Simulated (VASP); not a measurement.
Input of a VASP 6.6.1 run:

The input INCAR:

```
SYSTEM = LiF
PREC     = Accurate       ! precision mode
ENCUT    = 520            ! plane-wave cutoff, eV
EDIFF    = 1E-8           ! SCF threshold, eV
ISMEAR   = -1             ! smearing method
SIGMA    = 0.03           ! smearing width, eV
LREAL    = .FALSE.        ! projectors in reciprocal space
LASPH    = .TRUE.         ! aspherical terms in the spheres
NELM     = 100            ! most SCF steps
ALGO     = Normal         ! electronic algorithm
ISIF     = 2              ! what is computed and relaxed
LWAVE    = .FALSE.        ! write WAVECAR
LCHARG   = .FALSE.        ! write CHGCAR
GGA      = CA             ! functional
LEFG     = .TRUE.       
NBANDS   = 12             ! bands
```

The input KPOINTS:

```
regular mesh
0
G
  10 10 10
  0 0 0
```

The input POSCAR:

```
LiF
1.0
    0.0201400000      2.0240700000      2.0240700000
    2.0240700000      0.0201400000      2.0240700000
    2.0240700000      2.0240700000      0.0201400000
Li F
1 1
Direct
    0.0000000000      0.0000000000      0.0000000000
    0.5000000000      0.5000000000      0.5000000000
```

Potentials or basis: VASP PAW LDA potentials, release 64 (Li_sv, F).

The run is started by

```bash
$ cat potpaw_LDA.64/Li_sv/POTCAR potpaw_LDA.64/F/POTCAR > POTCAR
$ mpirun -np 1 vasp_std > vasp.out
```

Task: Predict the band gap on the k mesh.

Result: 8.81 eV, direct.

Electric field gradients, principal values (V/Å²):
| atom | least | middle | greatest (by size) |
| --- | --- | --- | --- |
| 1 Li | 0.051 | 0.051 | -0.103 |
| 2 F | -1.333 | -1.333 | 2.666 |

Caveat: the cell differs from its parent crystal (equal xy, yz and zx shear strains of +1 %); without QUAD_EFG the Cq values of the log hold for a quadrupole moment of 1 mb, not for the nuclei. A k mesh can miss the band edges.
